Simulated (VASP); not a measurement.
Runs of VASP 6.6.1 on Na. The structure is that of space group Im-3m (No. 229), or close to it. The cells are those of the table. 

```csv
cell,gap on the mesh (eV),pressure (GPa)
"a = 3.486 Å, angles 109.5°, 1 atom",none,(a)
"a = 2.866 Å, angles 109.5°, 1 atom",none,19.9
"a = 3.352 Å, angles 109.5°, 1 atom",none,2.7
"a = 3.046 Å, angles 109.5°, 1 atom",none,10.3
```

Alike in all rows: task single point; level PBEsol; potentials or basis VASP PAW PBE potentials, release 64 (Na_pv); no spin polarisation; k mesh 13 × 13 × 13; cutoff (eV) 520; smearing fermi-dirac 0.05 eV.

Question: Estimate the missing entries.

Answer: (a) 1.0.

Caveats: the PAW data sets were made with another functional, which shifts forces and pressure a little; the cell stands under pressure (at least some runs).

A gap of «none» marks levels without a gap at the run's occupations.
